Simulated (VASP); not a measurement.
# Cr (P6_3/mmc) in VASP: further runs, part 2 of 2

VASP 6.6.1. The steps go on from the part before.

### Step 4. Single point, LDA, collinear spin, ferromagnetic start (13.50 Å³/atom)

This run uses another cell than the first one, of 13.50 Å³/atom.

The input, INCAR:

```
PREC = Accurate ; ENCUT = 520
EDIFF = 1E-6 ; ISMEAR = -1
SIGMA = 0.05 ; LREAL = False
LASPH = True ; NELM = 150
ALGO = Fast ; ISIF = 2
LWAVE = False ; LCHARG = False
ISPIN = 2 ; MAGMOM = 3 3
LORBIT = 11 ; LMAXMIX = 4
NBANDS = 23
```

The input, KPOINTS:

```
Automatic mesh
0
Gamma
  11 11 6
```

The input, POSCAR:

```
Cr
1.0
    2.6773198279      0.0000000000      0.0000000000
   -1.3386599139      2.3186269850      0.0000000000
    0.0000000000      0.0000000000      4.3503980991
Cr
2
Direct
    0.6666666667      0.3333333333      0.7500000000
    0.3333333333      0.6666666667      0.2500000000
```

Potentials or basis: VASP PAW LDA potentials, release 64 (Cr_pv).

The run is started by

```sh
$ cat potpaw_LDA.64/Cr_pv/POTCAR > POTCAR
$ mpirun -np 1 vasp_std > vasp.out
```

It took 37 s on 1 thread of Intel Xeon 6975P-C (Granite Rapids), shared host; peak memory 0.17 GiB.

Results (log left out):

```yaml
Free_energy: -19.7270 eV
Pressure: -35.2 GPa
Band_gap_on_the_k_mesh: zero (filled and empty bands overlap)
Net_moment: 0.00 μB per cell
Valence_electrons_inside_the_program's_atomic_spheres: Cr 10.79
```

Stress tensor (GPa, compression positive):
```
-38.38   0.00   0.00
  0.00 -38.38   0.00
  0.00   0.00 -28.95
```

Levels at points of the mesh, in eV from the Fermi level:
Spin up:
| k point | band 9 | band 10 | band 11 | band 12 | band 13 | band 14 | band 15 | band 16 |
| --- | --- | --- | --- | --- | --- | --- | --- | --- |
| (0.00, 0.00, 0.00) | -0.35 | -0.33 | -0.33 | 0.07 | 0.07 | 0.55 | 0.55 | 0.71 |
| (0.00, 0.00, 0.50) | -0.88 | -0.88 | -0.39 | -0.39 | -0.39 | -0.39 | 1.51 | 1.51 |
Spin down:
| k point | band 9 | band 10 | band 11 | band 12 | band 13 | band 14 | band 15 | band 16 |
| --- | --- | --- | --- | --- | --- | --- | --- | --- |
| (0.00, 0.00, 0.00) | -0.35 | -0.33 | -0.33 | 0.07 | 0.07 | 0.55 | 0.55 | 0.71 |
| (0.00, 0.00, 0.50) | -0.88 | -0.88 | -0.39 | -0.39 | -0.39 | -0.39 | 1.51 | 1.51 |

Caveat: the cell stands under tension; an empty level that is flat over the whole mesh can mark a ghost state of the potentials, or a narrow d or f band.

### Step 5. Single point, LDA, collinear spin, ferromagnetic start (14.63 Å³/atom)

This run uses another cell than the first one, of 14.63 Å³/atom.

The input, INCAR:

```
SYSTEM = Cr
PREC = Accurate ; ENCUT = 520
EDIFF = 1E-7 ; ISMEAR = -1
SIGMA = 0.05 ; LREAL = .FALSE.
LASPH = .TRUE. ; NELM = 150
ALGO = Normal ; ISIF = 2
LWAVE = .FALSE. ; LCHARG = .FALSE.
ISPIN = 2 ; MAGMOM = 3 3
LORBIT = 11 ; LMAXMIX = 4
GGA = CA ; NBANDS = 23
```

The input, KPOINTS:

```
regular mesh
0
G
  11 11 6
  0 0 0
```

The input, POSCAR:

```
Cr
1.0
    2.7497146220      0.0000000000      0.0000000000
   -1.3748573110      2.3813227158      0.0000000000
    0.0000000000      0.0000000000      4.4680329708
Cr
2
Direct
    0.6666666667      0.3333333333      0.7500000000
    0.3333333333      0.6666666667      0.2500000000
```

The run is started by

```sh
$ cat potpaw_LDA.64/Cr_pv/POTCAR > POTCAR
$ mpirun -np 1 vasp_std > vasp.out
```

Wall time 34 s (1 thread of Intel Xeon 6975P-C (Granite Rapids), shared host); peak memory 0.17 GiB.

It converged, with:

| Property | Result |
| --- | --- |
| Free energy | -19.1857 eV |
| Pressure | -40.9 GPa |
| Net moment | 1.28 μB per cell |
| Site moments | Cr +0.59 μB |
| Valence electrons inside the program's atomic spheres | Cr 10.67 |

Stress tensor (GPa, compression positive):
```
-42.56   0.00   0.00
  0.00 -42.56   0.00
  0.00   0.00 -37.43
```

Levels at points of the mesh, in eV from the Fermi level:
Spin up:
```
           k point  band 9  band 10  band 11  band 12  band 13  band 14  band 15  band 16  band 17  band 18
(0.00, 0.00, 0.00)   -0.52    -0.52    -0.50    -0.17    -0.17     0.26     0.26     0.52     1.44     1.44
(0.00, 0.00, 0.50)   -0.97    -0.97    -0.57    -0.57    -0.57    -0.57     1.11     1.11     1.11     1.11
```
Spin down:
```csv
k point,band 7,band 8,band 9,band 10,band 11,band 12,band 13,band 14,band 15,band 16
"(0.00, 0.00, 0.00)",-6.63,-2.99,-0.06,-0.04,-0.04,0.32,0.32,0.73,0.77,0.77
"(0.00, 0.00, 0.50)",-4.71,-4.71,-0.57,-0.57,-0.09,-0.09,-0.09,-0.09,1.63,1.63
```

Caveat: the cell stands under tension; an empty level that is flat over the whole mesh can mark a ghost state of the potentials, or a narrow d or f band.

### Step 6. Single point, LDA, collinear spin, ferromagnetic start (14.91 Å³/atom)

The input, INCAR:

```
PREC = Accurate
ENCUT = 520
EDIFF = 1E-6
ISMEAR = -1
SIGMA = 0.05
LREAL = False
LASPH = True
NELM = 150
ALGO = Fast
ISIF = 2
LWAVE = False
LCHARG = False
ISPIN = 2
MAGMOM = 3 3
LORBIT = 11
LMAXMIX = 4
GGA = CA
NBANDS = 23
```

The input, KPOINTS:

```
regular mesh
0
Gamma
  11 11 6
```

The input, POSCAR:

```
Cr
1.0
    2.7672292001      0.0000000000      0.0000000000
   -1.3836146000      2.3964907854      0.0000000000
    0.0000000000      0.0000000000      4.4964925469
Cr
2
Direct
    0.6666666667      0.3333333333      0.7500000000
    0.3333333333      0.6666666667      0.2500000000
```

Potentials or basis: VASP PAW LDA potentials, release 64 (Cr_pv).

The run is started by

```sh
$ cat potpaw_LDA.64/Cr_pv/POTCAR > POTCAR
$ mpirun -np 1 vasp_std > vasp.out
```

Run time: 33 s. Hardware: 1 thread of Intel Xeon 6975P-C (Granite Rapids), shared host; peak memory 0.18 GiB.

It converged, with:

```yaml
Free_energy: -19.0412 eV
Pressure: -41.6 GPa
Net_moment: 1.50 μB per cell
Site_moments: Cr +0.69 μB
Valence_electrons_inside_the_program's_atomic_spheres: Cr 10.65
```

Stress tensor (GPa, compression positive):
```
-42.96   0.00   0.00
  0.00 -42.96   0.00
  0.00   0.00 -38.85
```

Levels at points of the mesh, in eV from the Fermi level:
Spin up:
| k point | band 10 | band 11 | band 12 | band 13 | band 14 | band 15 | band 16 | band 17 |
| --- | --- | --- | --- | --- | --- | --- | --- | --- |
| (0.00, 0.00, 0.00) | -0.55 | -0.53 | -0.22 | -0.22 | 0.20 | 0.20 | 0.48 | 1.35 |
| (0.00, 0.00, 0.50) | -0.98 | -0.61 | -0.61 | -0.61 | -0.61 | 1.02 | 1.02 | 1.02 |
Spin down:
| k point | band 9 | band 10 | band 11 | band 12 | band 13 | band 14 |
| --- | --- | --- | --- | --- | --- | --- |
| (0.00, 0.00, 0.00) | -0.02 | 0.01 | 0.01 | 0.36 | 0.36 | 0.72 |
| (0.00, 0.00, 0.50) | -0.53 | -0.53 | -0.04 | -0.04 | -0.04 | -0.04 |

Caveat: the cell stands under tension; an empty level that is flat over the whole mesh can mark a ghost state of the potentials, or a narrow d or f band.

### Step 7. Summary

```tsv
level	potentials or basis	cell	k mesh	grid for exact exchange (PRECFOCK)	share of exact exchange	gap on the mesh (eV)	pressure (GPa)	moment (μB)
PBEsol	VASP PAW PBE potentials, release 64 (Cr_pv)	a = 2.767, b = 2.767, c = 4.496 Å, angles 90.0, 90.0, 120.0°, 2 atoms	11 × 11 × 6	-	-	none	-34.4	2.48
B3LYP	VASP PAW PBE potentials, release 64 (Cr_pv)	a = 2.714, b = 2.714, c = 4.410 Å, angles 90.0, 90.0, 120.0°, 2 atoms	6 × 6 × 3	Normal	0.2	none	-21.6	2.98
LDA	VASP PAW LDA potentials, release 64 (Cr_pv)	a = 2.750, b = 2.750, c = 4.468 Å, angles 90.0, 90.0, 120.0°, 2 atoms	11 × 11 × 6	-	-	none	-40.9	1.28
LDA	VASP PAW LDA potentials, release 64 (Cr_pv)	a = 2.767, b = 2.767, c = 4.496 Å, angles 90.0, 90.0, 120.0°, 2 atoms	11 × 11 × 6	-	-	none	-41.6	1.50
```

Alike in all rows: task single point; spin collinear, ferromagnetic start; cutoff (eV) 520; smearing fermi-dirac 0.05 eV.

Caveats: some runs use coarse meshes; the cell stands under tension (at least some runs); an empty level that is flat over the whole mesh can mark a ghost state of the potentials, or a narrow d or f band (at least some runs); the PAW data sets were made with another functional, which shifts forces and pressure a little (at least some runs).

Total energies depend on the potentials used, so only differences within one code and one set of settings carry meaning.
